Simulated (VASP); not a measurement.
# Cd4Te (Pm-3m) in VASP: relaxation of cell and atoms with PBE

Aim: the relaxation of cell and atoms of Cd4Te with PBE.

Everything below comes from runs of VASP 6.6.1. Logs are shortened: lines on timing, memory, paths and dates and some standing lists are left out, and cuts for length are marked.

### Step 1. The cell of the first run

The structure is cubic, space group Pm-3m (No. 221). Conventional cell: a = 6.033 Å, b = 6.033 Å, c = 6.033 Å, α = 90.00°, β = 90.00°, γ = 90.00°. Cd (site symmetry 4/mmm) has 2 Te at 3.02 Å within 4.0 Å. Cd (site symmetry m-3m) has 12 Cd at 4.27 Å and 8 Te at 5.22 Å within 5.6 Å. Te (site symmetry m-3m) has 6 Cd at 3.02 Å within 4.0 Å.

The cell was built from a structure type or drawn by symmetry, and may not be a known phase.

### Step 2. Relaxation of cell and atoms, PBE

Contents of INCAR:

```
PREC = Accurate ; ENCUT = 600
EDIFF = 1E-6 ; ISMEAR = 0
SIGMA = 0.1 ; LREAL = F
LASPH = T ; NELM = 60
ALGO = Fast ; ISIF = 3
LWAVE = F ; LCHARG = F
GGA = PE ; IBRION = 2
NSW = 100 ; EDIFFG = -0.01
```

Contents of KPOINTS:

```
Automatic mesh
0
Gamma
  6 6 6
```

Contents of POSCAR:

```
Cd4Te
1.0
    6.0325601274      0.0000000000      0.0000000000
    0.0000000000      6.0325601274      0.0000000000
    0.0000000000      0.0000000000      6.0325601274
Cd Te
4 1
Direct
    0.0000000000      0.5000000000      0.5000000000
    0.5000000000      0.0000000000      0.5000000000
    0.5000000000      0.5000000000      0.0000000000
    0.0000000000      0.0000000000      0.0000000000
    0.5000000000      0.5000000000      0.5000000000
```

Potentials or basis: VASP PAW PBE potentials, release 64 (Cd, Te).

The run is started by

```bash
$ cat potpaw_PBE.64/Cd/POTCAR potpaw_PBE.64/Te/POTCAR > POTCAR
$ mpirun -np 1 vasp_std > vasp.out
```

OUTCAR:

```text
PREC = Accurate
   ENCUT = 600
   EDIFF = 1E-6
   ISMEAR = 0
   LREAL = F
   LASPH = T
   NELM = 60
   ISIF = 3
   GGA = PE
   IBRION = 2
   NSW = 100
   EDIFFG = -0.01

 ion  position               nearest neighbor table
   1  0.000  0.500  0.500-   5 3.02   5 3.02
   2  0.500  0.000  0.500-   5 3.02   5 3.02
   3  0.500  0.500  0.000-   5 3.02   5 3.02
   4  0.000  0.000  0.000-
   5  0.500  0.500  0.500-   1 3.02   2 3.02   3 3.02   3 3.02   2 3.02   1 3.02

  LATTYP: Found a simple cubic cell.
 ALAT       =     6.0325601274

  Lattice vectors:

 A1 = (   6.0325601274,   0.0000000000,   0.0000000000)
 A2 = (   0.0000000000,   6.0325601274,   0.0000000000)
 A3 = (   0.0000000000,   0.0000000000,   6.0325601274)

Analysis of symmetry for initial positions (statically):
=====================================================================
 Subroutine PRICEL returns:
 Original cell was already a primitive cell.

 Routine SETGRP: Setting up the symmetry group for a
 simple cubic supercell.

 Subroutine GETGRP returns: Found 48 space group operations
 (whereof 48 operations were pure point group operations)
 out of a pool of 48 trial point group operations.

The static configuration has the point symmetry O_h .

Analysis of symmetry for dynamics (positions and initial velocities):
=====================================================================
 Subroutine PRICEL returns:
 Original cell was already a primitive cell.

 Routine SETGRP: Setting up the symmetry group for a
 simple cubic supercell.

 Subroutine GETGRP returns: Found 48 space group operations
 (whereof 48 operations were pure point group operations)
 out of a pool of 48 trial point group operations.

The dynamic configuration has the point symmetry O_h .

 Subroutine INISYM returns: Found 48 space group operations
 (whereof 48 operations are pure point group operations),
 and found     1 'primitive' translations

----------------------------------------------------------------------------------------

                                     Primitive cell

  volume of cell :     219.5356

  direct lattice vectors                    reciprocal lattice vectors
     6.032560127  0.000000000  0.000000000     0.165767100  0.000000000  0.000000000
     0.000000000  6.032560127  0.000000000     0.000000000  0.165767100  0.000000000
     0.000000000  0.000000000  6.032560127     0.000000000  0.000000000  0.165767100

  length of vectors
     6.032560127  6.032560127  6.032560127     0.165767100  0.165767100  0.165767100

  position of ions in fractional coordinates (direct lattice)
     0.000000000  0.500000000  0.500000000
     0.500000000  0.000000000  0.500000000
     0.500000000  0.500000000  0.000000000
     0.000000000  0.000000000  0.000000000
     0.500000000  0.500000000  0.500000000

  ion indices of the primitive-cell ions
   primitive index   ion index
                 1           1
                 2           2
                 3           3
                 4           4
                 5           5

----------------------------------------------------------------------------------------

 KPOINTS: Automatic mesh

Automatic generation of k-mesh.
 Grid dimensions read from file:
 generate k-points for:    6    6    6

 Generating k-lattice:

  Cartesian coordinates                     Fractional coordinates (reciprocal lattice)
     0.027627850  0.000000000  0.000000000     0.166666667  0.000000000  0.000000000
     0.000000000  0.027627850  0.000000000     0.000000000  0.166666667  0.000000000
     0.000000000  0.000000000  0.027627850     0.000000000  0.000000000  0.166666667

  Length of vectors
     0.027627850  0.027627850  0.027627850

  Shift w.r.t. Gamma in fractional coordinates (k-lattice)
     0.000000000  0.000000000  0.000000000

 Subroutine IBZKPT returns following result:
 ===========================================

 Found     20 irreducible k-points:

 Following reciprocal coordinates:
            Coordinates               Weight
  0.000000  0.000000  0.000000      1.000000
  0.166667  0.000000  0.000000      6.000000
  0.333333  0.000000  0.000000      6.000000
  0.500000  0.000000  0.000000      3.000000
  0.166667  0.166667  0.000000     12.000000
  0.333333  0.166667  0.000000     24.000000
[... 12 lines left out ...]
  0.500000  0.500000  0.333333      6.000000
  0.500000  0.500000  0.500000      1.000000
   k-points           NKPTS =     20   k-points in BZ     NKDIM =     20   number of bands    NBANDS=     32
   number of dos      NEDOS =    301   number of ions     NIONS =      5
   total plane-waves  NPLWV = 110592
   dimension x,y,z NGX =    48 NGY =   48 NGZ =   48
   dimension x,y,z NGXF=    96 NGYF=   96 NGZF=   96
   ions per type =               4   1
   NGX,Y,Z   is equivalent  to a cutoff of  13.23, 13.23, 13.23 a.u.
   NGXF,Y,Z  is equivalent  to a cutoff of  26.46, 26.46, 26.46 a.u.
 SYSTEM =  unknown system
   PREC   = accura    normal or accurate (medium, high low for compatibility)
   ISTART =      0    job   : 0-new  1-cont  2-samecut
   ICHARG =      2    charge: 1-file 2-atom 10-const
   ISPIN  =      1    spin polarized calculation?
   LNONCOLLINEAR =      F non collinear calculations
   LSORBIT =      F    spin-orbit coupling
   LASPH  =      T    aspherical Exc in radial PAW
   ENCUT  =  600.0 eV  44.10 Ry    6.64 a.u.  12.05 12.05 12.05*2*pi/ulx,y,z
   NELM   =     60;   NELMIN=  2; NELMDL= -5     # of ELM steps
   EDIFF  = 0.1E-05   stopping-criterion for ELM
   LREAL  =      F    real-space projection
   EDIFFG = -.1E-01   stopping-criterion for IOM
   NSW    =    100    number of steps for IOM
   IBRION =      2    ionic relax: 0-MD 1-quasi-New 2-CG
   NFREE  =      1    steps in history (QN), initial steepest desc. (CG)
   ISIF   =      3    stress and relaxation
   ISYM   =      2    0-nonsym 1-usesym 2-fastsym
   POTIM  = 0.5000    time-step for ionic-motion
   TEBEG  =    0.0;   TEEND  =   0.0 temperature during run
   PSTRESS=    0.0 pullay stress
   NELECT =      54.0000    total number of electrons
   NUPDOWN=      -1.0000    fix difference up-down
   EMIN   =  10.00;   EMAX   =-10.00  energy-range for DOS
   EFERMI =   0.00;   METHOD = LEGACY
   ISMEAR =     0;   SIGMA  =   0.10  broadening in eV -4-tet -1-fermi 0-gaus
   EFERMI_NEDOS =   21; number of points for ismear=-14 and -15
   IALGO  =     68    algorithm
   IMIX   =      4    mixing-type and parameters
     AMIX     =   0.40;   BMIX     =  1.00
     AMIX_MAG =   1.60;   BMIX_MAG =  1.00
  volume/ion in A,a.u.               =      43.91       296.30
  Fermi-wavevector in a.u.,A,eV,Ry     =   1.025741  1.938370 14.315299  1.052145
  Thomas-Fermi vector in A             =   2.159597
   LORBIT       =      0    0 simple, 1 ext, 2 COOP (PROOUT), +10 PAW based schemes
   GGA     = PE    functional components
   LHFCALC =     F    Hartree Fock is set to
   AEXX    =    0.0000 exact exchange contribution
   IVDW    =     0    specifies the selected vdW correction
   LEPSILON=     F    determine dielectric tensor
   LRPA    =     F    only Hartree local field effects (RPA)
 conjugate gradient relaxation of ions
 non-spin polarized calculation
 RMM-DIIS sequential band-by-band and
 Gauss-broadening in eV      SIGMA  =   0.10
  energy-cutoff  :      600.00
  volume of cell :      219.54
 maximum number of plane-waves:      7400
   NGX = 25   NGY = 25   NGZ = 25

--------------------------------------- Ionic step        1  -------------------------------------------

 number of electron      54.0000015 magnetization

 Free energy of the ion-electron system (eV)
  ---------------------------------------------------
  ext. energy  EPLUGINS =         0.00000000
  ---------------------------------------------------
  free energy    TOTEN  =        -4.23354603 eV

  energy without entropy =       -4.20593397  energy(sigma->0) =       -4.21974000

------------------------ aborting loop because EDIFF is reached ----------------------------------------

  FORCE on cell =-STRESS in cart. coord.  units (eV):
  Direction    XX          YY          ZZ          XY          YZ          ZX
  --------------------------------------------------------------------------------------
  -------------------------------------------------------------------------------------
  Total       -1.1829177     -1.1829177     -1.1829177      0.0000000      0.0000000     -0.0000000
  in kB       -8.6329679     -8.6329679     -8.6329679      0.0000000      0.0000000     -0.0000000
  external PRESSURE =      -8.6329679 kB  Pullay stress =       0.0000000 kB

 VOLUME and BASIS-vectors are now :
 -----------------------------------------------------------------------------
  energy-cutoff  :      600.00
  volume of cell :      219.54
      direct lattice vectors                 reciprocal lattice vectors
     6.032560127  0.000000000  0.000000000     0.165767100  0.000000000  0.000000000
     0.000000000  6.032560127  0.000000000     0.000000000  0.165767100  0.000000000
     0.000000000  0.000000000  6.032560127     0.000000000  0.000000000  0.165767100

 POSITION                                       TOTAL-FORCE (eV/Angst)
 -----------------------------------------------------------------------------------
      0.00000      3.01628      3.01628         0.000000      0.000000      0.000000
      3.01628      0.00000      3.01628         0.000000      0.000000      0.000000
      3.01628      3.01628      0.00000         0.000000      0.000000      0.000000
      0.00000      0.00000      0.00000         0.000000      0.000000      0.000000
      3.01628      3.01628      3.01628         0.000000      0.000000      0.000000
 -----------------------------------------------------------------------------------
    total drift:                                0.000000      0.000000     -0.000000

  FREE ENERGIE OF THE ION-ELECTRON SYSTEM (eV)
  ---------------------------------------------------
  free  energy   TOTEN  =        -4.2335460291 eV
[... 104 lines left out ...]
 POSITION                                       TOTAL-FORCE (eV/Angst)
 -----------------------------------------------------------------------------------
      0.00000      2.90712      2.90712         0.000000      0.000000      0.000000
      2.90712      0.00000      2.90712         0.000000      0.000000      0.000000
      2.90712      2.90712     -0.00000        -0.000000     -0.000000      0.000000
      0.00000      0.00000      0.00000        -0.000000     -0.000000      0.000000
      2.90712      2.90712      2.90712         0.000000     -0.000000      0.000000
 -----------------------------------------------------------------------------------
    total drift:                                0.000000      0.000000     -0.000000

  FREE ENERGIE OF THE ION-ELECTRON SYSTEM (eV)
  ---------------------------------------------------
  free  energy   TOTEN  =        -4.2977193219 eV

  energy  without entropy=       -4.2694403802  energy(sigma->0) =       -4.28357985

--------------------------------------- Ionic step        5  -------------------------------------------

 number of electron      53.9999974 magnetization

 Free energy of the ion-electron system (eV)
  ---------------------------------------------------
  ext. energy  EPLUGINS =         0.00000000
  ---------------------------------------------------
  free energy    TOTEN  =        -4.29778342 eV

  energy without entropy =       -4.26894206  energy(sigma->0) =       -4.28336274

 E-fermi :   1.2980     XC(G=0):  -8.0640

 val. band max:        1.2494606724   @ k =   0.5000   0.3333   0.1667
 cond. band min:       1.3214065352   @ k =   0.3333   0.3333   0.0000
 fundamental gap:      0.0719458628
 Fermi energy:         1.2979549241

 k-point     1 :       0.0000    0.0000    0.0000
  band No.  band energies     occupation
      1     -11.5866      2.00000
      2      -7.8164      2.00000
      3      -7.8164      2.00000
      4      -7.8164      2.00000
      5      -7.7803      2.00000
      6      -7.7803      2.00000
[... 24 lines left out ...]
     31       2.7375      0.00000
     32       4.7951      0.00000
[... 676 lines left out ...]
 VOLUME and BASIS-vectors are now :
 -----------------------------------------------------------------------------
  energy-cutoff  :      600.00
  volume of cell :      197.41
      direct lattice vectors                 reciprocal lattice vectors
     5.822672245  0.000000000 -0.000000000     0.171742451 -0.000000000 -0.000000000
     0.000000000  5.822672245 -0.000000000    -0.000000000  0.171742451 -0.000000000
     0.000000000  0.000000000  5.822672245     0.000000000  0.000000000  0.171742451

 POSITION                                       TOTAL-FORCE (eV/Angst)
 -----------------------------------------------------------------------------------
      0.00000      2.91134      2.91134         0.000000      0.000000      0.000000
      2.91134      0.00000      2.91134         0.000000      0.000000      0.000000
      2.91134      2.91134     -0.00000        -0.000000     -0.000000      0.000000
      0.00000      0.00000      0.00000        -0.000000     -0.000000      0.000000
      2.91134      2.91134      2.91134         0.000000     -0.000000      0.000000
 -----------------------------------------------------------------------------------
    total drift:                                0.000000      0.000000     -0.000000

  FREE ENERGIE OF THE ION-ELECTRON SYSTEM (eV)
  ---------------------------------------------------
  free  energy   TOTEN  =        -4.2977834244 eV

  energy  without entropy=       -4.2689420573  energy(sigma->0) =       -4.28336274

 reached required accuracy - stopping structural energy minimisation
```

Wall time 14 min (1 thread of Intel Xeon 8259CL, shared host); peak memory 0.44 GiB.

Results:

```yaml
Free_energy: -4.2978 eV
Relaxed_volume: 39.48 Å³/atom
Relaxed_cell: a = 5.823 Å, b = 5.823 Å, c = 5.823 Å, α = 90.00°, β = 90.00°, γ = 90.00°
Space_group_after_relaxing_to_0.1_Å: Pm-3m (No. 221)
Energy_gained_by_relaxing: 12.8 meV/atom
Ionic_steps: 5
Pressure_after_relaxing: 0.0 GPa
Band_gap_on_the_k_mesh: zero (bands 27 and 28 overlap by 1.70 eV)
```

The path:
| step | energy change (eV) | largest force (eV/Å) | pressure (GPa) | volume (Å³) |
| --- | --- | --- | --- | --- |
| 1 | 0.0000 | 0.0000 | -0.86 | 219.54 |
| 2 | -0.0341 | 0.0000 | -0.60 | 212.10 |
| 3 | -0.0612 | 0.0000 | -0.21 | 201.59 |
| 4 | -0.0642 | 0.0000 | 0.04 | 196.55 |
| 5 | -0.0642 | 0.0000 | -0.03 | 197.41 |

Final structure:
```xyz
5
Lattice="5.8227 0.0000 0.0000 0.0000 5.8227 0.0000 0.0000 0.0000 5.8227" Properties=species:S:1:pos:R:3 pbc="T T T"
Cd    0.0000    2.9113    2.9113
Cd    2.9113    0.0000    2.9113
Cd    2.9113    2.9113    0.0000
Cd    0.0000    0.0000    0.0000
Te    2.9113    2.9113    2.9113
```

Caveat: spin-orbit coupling is left out, which moves the levels of the heavy elements.
